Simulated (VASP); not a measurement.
# BaTiO3 (P4mm) in VASP: a series of runs

BaTiO3 is run at these levels: PBE; tasks: single point.

Program: VASP 6.6.1. These are calculated values, not measurements. Logs are shortened: lines on timing, memory, paths and dates and some standing lists are left out, and cuts for length are marked.

## Step 1: The cell of the first run

It takes space group P4mm (No. 99, tetragonal). The conventional cell has a = 3.985 Å, b = 3.985 Å, c = 4.328 Å, α = 90.00°, β = 90.00°, γ = 90.00°. Ba (site symmetry 4mm) has 12 O at 2.83 to 3.04 Å and 8 Ti at 3.51 to 3.60 Å within 3.7 Å. Within 2.5 Å of Ti (site symmetry 4mm) lie 6 O at 1.87 to 2.46 Å. O (site symmetry 4mm) has 2 Ti at 1.87 to 2.46 Å within 2.5 Å. O (site symmetry 2mm) has 2 Ti at 2.00 Å within 2.7 Å.

## Step 2: Single point, PBE (strain +0.000 along x and y, +0.030 along z)

Contents of INCAR:

```
PREC = Accurate ; ENCUT = 520
EDIFF = 1E-6 ; ISMEAR = 0
SIGMA = 0.05 ; LREAL = F
LASPH = T ; NELM = 60
ALGO = Normal ; ISIF = 2
LWAVE = F ; LCHARG = F
GGA = PE ; NBANDS = 28
```

Contents of KPOINTS:

```
Automatic mesh
0
Gamma
  8 8 6
```

Contents of POSCAR:

```
BaTiO3
1.0
    3.9853536613      0.0000000000      0.0000000000
    0.0000000000      3.9853536613      0.0000000000
    0.0000000000      0.0000000000      4.3278614634
Ba Ti O
1 1 3
Direct
    0.0000000000      0.0000000000      0.9863187693
    0.5000000000      0.5000000000      0.4690806688
    0.5000000000      0.5000000000      0.0378497747
    0.5000000000      0.0000000000      0.5173753936
    0.0000000000      0.5000000000      0.5173753936
```

Potentials or basis: VASP PAW PBE potentials, release 64 (Ba_sv, Ti_sv, O).

Started as:

```
$ cat potpaw_PBE.64/Ba_sv/POTCAR potpaw_PBE.64/Ti_sv/POTCAR potpaw_PBE.64/O/POTCAR > POTCAR
$ mpirun -np 1 vasp_std > vasp.out
```

OUTCAR:

```text
PREC = Accurate
   ENCUT = 520
   EDIFF = 1E-6
   ISMEAR = 0
   LREAL = F
   LASPH = T
   NELM = 60
   ISIF = 2
   GGA = PE

 ion  position               nearest neighbor table
   1  0.000  0.000  0.986-   3 2.83   3 2.83   3 2.83   3 2.83   5 2.84   5 2.84   4 2.84   4 2.84
                             4 3.04   5 3.04   5 3.04   4 3.04   2 3.51   2 3.51   2 3.51   2 3.51
   2  0.500  0.500  0.469-   3 1.87   4 2.00   5 2.00   4 2.00   5 2.00   1 3.51   1 3.51   1 3.51
                             1 3.51   1 3.60   1 3.60   1 3.60   1 3.60
   3  0.500  0.500  0.038-   2 1.87   1 2.83   1 2.83   1 2.83   1 2.83
   4  0.500  0.000  0.517-   2 2.00   2 2.00   1 2.84   1 2.84   1 3.04   1 3.04
   5  0.000  0.500  0.517-   2 2.00   2 2.00   1 2.84   1 2.84   1 3.04   1 3.04

  LATTYP: Found a simple tetragonal cell.
 ALAT       =     3.9853536613
 C/A-ratio  =     1.0859416331

  Lattice vectors:

 A1 = (   3.9853536613,   0.0000000000,   0.0000000000)
 A2 = (   0.0000000000,   3.9853536613,   0.0000000000)
 A3 = (   0.0000000000,   0.0000000000,   4.3278614634)

Analysis of symmetry for initial positions (statically):
=====================================================================
 Subroutine PRICEL returns:
 Original cell was already a primitive cell.

 Routine SETGRP: Setting up the symmetry group for a
 simple tetragonal supercell.

 Subroutine GETGRP returns: Found  8 space group operations
 (whereof  8 operations were pure point group operations)
 out of a pool of 16 trial point group operations.

The static configuration has the point symmetry C_4v.

Analysis of symmetry for dynamics (positions and initial velocities):
=====================================================================
 Subroutine PRICEL returns:
 Original cell was already a primitive cell.

 Routine SETGRP: Setting up the symmetry group for a
 simple tetragonal supercell.

 Subroutine GETGRP returns: Found  8 space group operations
 (whereof  8 operations were pure point group operations)
 out of a pool of 16 trial point group operations.

The dynamic configuration has the point symmetry C_4v.

 Subroutine INISYM returns: Found  8 space group operations
 (whereof  8 operations are pure point group operations),
 and found     1 'primitive' translations

----------------------------------------------------------------------------------------

[... 99 lines left out ...]
   LREAL  =      F    real-space projection
   EDIFFG = 0.1E-04   stopping-criterion for IOM
   NSW    =      0    number of steps for IOM
   IBRION =     -1    ionic relax: 0-MD 1-quasi-New 2-CG
   NFREE  =      0    steps in history (QN), initial steepest desc. (CG)
   ISIF   =      2    stress and relaxation
   ISYM   =      2    0-nonsym 1-usesym 2-fastsym
   POTIM  = 0.5000    time-step for ionic-motion
   TEBEG  =    0.0;   TEEND  =   0.0 temperature during run
   PSTRESS=    0.0 pullay stress
   NELECT =      40.0000    total number of electrons
   NUPDOWN=      -1.0000    fix difference up-down
   EMIN   =  10.00;   EMAX   =-10.00  energy-range for DOS
   EFERMI =   0.00;   METHOD = LEGACY
   ISMEAR =     0;   SIGMA  =   0.05  broadening in eV -4-tet -1-fermi 0-gaus
   EFERMI_NEDOS =   21; number of points for ismear=-14 and -15
   IALGO  =     38    algorithm
   IMIX   =      4    mixing-type and parameters
     AMIX     =   0.40;   BMIX     =  1.00
     AMIX_MAG =   1.60;   BMIX_MAG =  1.00
  volume/ion in A,a.u.               =      13.75        92.78
  Fermi-wavevector in a.u.,A,eV,Ry     =   1.366761  2.582803 25.416155  1.868035
  Thomas-Fermi vector in A             =   2.492873
   LORBIT       =      0    0 simple, 1 ext, 2 COOP (PROOUT), +10 PAW based schemes
   GGA     = PE    functional components
   LHFCALC =     F    Hartree Fock is set to
   AEXX    =    0.0000 exact exchange contribution
   IVDW    =     0    specifies the selected vdW correction
   LEPSILON=     F    determine dielectric tensor
   LRPA    =     F    only Hartree local field effects (RPA)
 non-spin polarized calculation
 Gauss-broadening in eV      SIGMA  =   0.05
  energy-cutoff  :      520.00
  volume of cell :       68.74
 maximum number of plane-waves:      1884
 NGX is ok and might be reduce to    30
   NGX = 15   NGY = 15   NGZ = 17

 number of electron      39.9999983 magnetization

 Free energy of the ion-electron system (eV)
  ---------------------------------------------------
  ext. energy  EPLUGINS =         0.00000000
  ---------------------------------------------------
  free energy    TOTEN  =       -40.01636545 eV

  energy without entropy =      -40.01636545  energy(sigma->0) =      -40.01636545

 E-fermi :   3.8584     XC(G=0): -10.8682

 val. band max:        3.5710570678   @ k =   0.5000   0.5000   0.5000
 cond. band min:       5.2845523741   @ k =   0.0000   0.0000   0.0000
 fundamental gap:      1.7134953063
 Fermi energy:         3.8584330916

 k-point     1 :       0.0000    0.0000    0.0000
  band No.  band energies     occupation
      1     -53.2434      2.00000
      2     -29.5376      2.00000
      3     -29.4314      2.00000
      4     -29.4314      2.00000
      5     -21.7488      2.00000
      6     -13.4323      2.00000
[... 733 lines left out ...]
     27      11.0738      0.00000
     28      11.5262      0.00000

 [... further k-points ...]

------------------------ aborting loop because EDIFF is reached ----------------------------------------

  FORCE on cell =-STRESS in cart. coord.  units (eV):
  Direction    XX          YY          ZZ          XY          YZ          ZX
  --------------------------------------------------------------------------------------
  -------------------------------------------------------------------------------------
  Total       -0.5241786     -0.5241786     -2.3372378      0.0000000      0.0000000      0.0000000
  in kB      -12.2175127    -12.2175127    -54.4761490      0.0000000      0.0000000      0.0000000
  external PRESSURE =     -26.3037248 kB  Pullay stress =       0.0000000 kB

 VOLUME and BASIS-vectors are now :
 -----------------------------------------------------------------------------
  energy-cutoff  :      520.00
  volume of cell :       68.74
      direct lattice vectors                 reciprocal lattice vectors
     3.985353661  0.000000000  0.000000000     0.250918760  0.000000000  0.000000000
     0.000000000  3.985353661  0.000000000     0.000000000  0.250918760  0.000000000
     0.000000000  0.000000000  4.327861463     0.000000000  0.000000000  0.231061001

 POSITION                                       TOTAL-FORCE (eV/Angst)
 -----------------------------------------------------------------------------------
      0.00000      0.00000      4.26865         0.000000     -0.000000     -0.031586
      1.99268      1.99268      2.03012         0.000000     -0.000000     -0.641086
      1.99268      1.99268      0.16381         0.000000      0.000000      0.720249
      1.99268      0.00000      2.23913         0.000000     -0.000000     -0.023789
      0.00000      1.99268      2.23913        -0.000000     -0.000000     -0.023789
 -----------------------------------------------------------------------------------
    total drift:                                0.000000      0.000000     -0.000065

  FREE ENERGIE OF THE ION-ELECTRON SYSTEM (eV)
  ---------------------------------------------------
  free  energy   TOTEN  =       -40.0163654459 eV

  energy  without entropy=      -40.0163654459  energy(sigma->0) =      -40.01636545
```

Wall time 55 s (1 thread of Intel Xeon 6975P-C (Granite Rapids), shared host); peak memory 0.25 GiB.

What came out:

| Property | Result |
| --- | --- |
| Free energy | -40.0164 eV |
| Pressure | -2.6 GPa |
| Largest force | 0.720 eV/Å |
| Band gap on the k mesh | 1.71 eV, indirect (least direct gap 2.33 eV) |

Forces on the atoms (eV/Å):
```
Ba   0.000  0.000 -0.032
Ti   0.000  0.000 -0.641
O    0.000  0.000  0.720
O    0.000  0.000 -0.024
O    0.000  0.000 -0.024
```

Levels at points of the mesh, in eV from the valence-band top:
```csv
k point,band 18,band 19,band 20,band 21,band 22,band 23
"(0.00, 0.00, 0.00)",-1.03,-0.62,-0.62,1.71,2.29,2.29
"(0.50, 0.00, 0.00)",-1.79,-1.64,-1.37,2.36,3.31,3.37
"(0.50, 0.50, 0.00)",-1.09,-1.09,-0.05,3.41,3.41,3.68
"(0.00, 0.00, 0.50)",-1.96,-0.75,-0.75,1.81,3.13,3.13
"(0.50, 0.00, 0.50)",-1.32,-1.20,-0.61,3.14,3.36,3.47
"(0.50, 0.50, 0.50)",-0.53,-0.53,0.00,3.69,3.69,3.92
```

Caveat: the cell differs from its parent crystal (strain +0.000 along x and y, +0.030 along z); spin-orbit coupling is left out, which moves the levels of the heavy elements. A k mesh can miss the band edges.

## Step 3: Single point, PBE (strain +0.015 along x and y, +0.000 along z)

Contents of INCAR:

```
SYSTEM = BaTiO3
  PREC = Accurate
  ENCUT = 520
  EDIFF = 1E-6
  ISMEAR = 0
  SIGMA = 0.05
  LREAL = .FALSE.
  LASPH = .TRUE.
  NELM = 100
  ALGO = Normal
  ISIF = 2
  LWAVE = .FALSE.
  LCHARG = .FALSE.
  GGA = PE
  NBANDS = 28
```

Contents of KPOINTS:

```
regular mesh
0
G
  8 8 6
  0 0 0
```

POSCAR: that of step 2 with these lines changed.

```diff
@@ -2,5 +2,5 @@
 1.0
-    3.9853536613      0.0000000000      0.0000000000
-    0.0000000000      3.9853536613      0.0000000000
-    0.0000000000      0.0000000000      4.3278614634
+    4.0451339662      0.0000000000      0.0000000000
+    0.0000000000      4.0451339662      0.0000000000
+    0.0000000000      0.0000000000      4.2018072460
 Ba Ti O
```

Potentials or basis: VASP PAW PBE potentials, release 64 (Ba_sv, Ti_sv, O).

Started as:

```
$ cat potpaw_PBE.64/Ba_sv/POTCAR potpaw_PBE.64/Ti_sv/POTCAR potpaw_PBE.64/O/POTCAR > POTCAR
$ mpirun -np 1 vasp_std > vasp.out
```

Run time: 48 s. Hardware: 1 thread of Intel Xeon 6975P-C (Granite Rapids), shared host; peak memory 0.25 GiB.

It converged, with:

- Free energy: -40.0276 eV
- Pressure: -2.9 GPa
- Largest force: 0.053 eV/Å
- Band gap on the k mesh: 1.73 eV, indirect (least direct gap 2.27 eV)

Forces on the atoms (eV/Å):
```
Ba   0.000  0.000  0.024
Ti   0.000  0.000  0.030
O    0.000  0.000  0.051
O    0.000  0.000 -0.053
O    0.000  0.000 -0.053
```

Stress tensor (GPa, compression positive):
```
-3.74  0.00  0.00
 0.00 -3.74  0.00
 0.00  0.00 -1.22
```

Levels at points of the mesh, in eV from the valence-band top:
```csv
k point,band 18,band 19,band 20,band 21,band 22,band 23
"(0.00, 0.00, 0.00)",-0.90,-0.54,-0.54,1.73,2.38,2.38
"(0.50, 0.00, 0.00)",-1.62,-1.54,-1.31,2.44,3.26,3.38
"(0.50, 0.50, 0.00)",-1.21,-1.21,-0.06,3.41,3.41,3.71
"(0.00, 0.00, 0.50)",-1.89,-0.72,-0.72,1.85,3.37,3.37
"(0.50, 0.00, 0.50)",-1.11,-1.04,-0.47,3.30,3.38,3.60
"(0.50, 0.50, 0.50)",-0.41,-0.41,0.00,3.82,3.82,3.86
```

Caveat: the cell differs from its parent crystal (strain +0.015 along x and y, +0.000 along z); spin-orbit coupling is left out, which moves the levels of the heavy elements. A k mesh can miss the band edges.
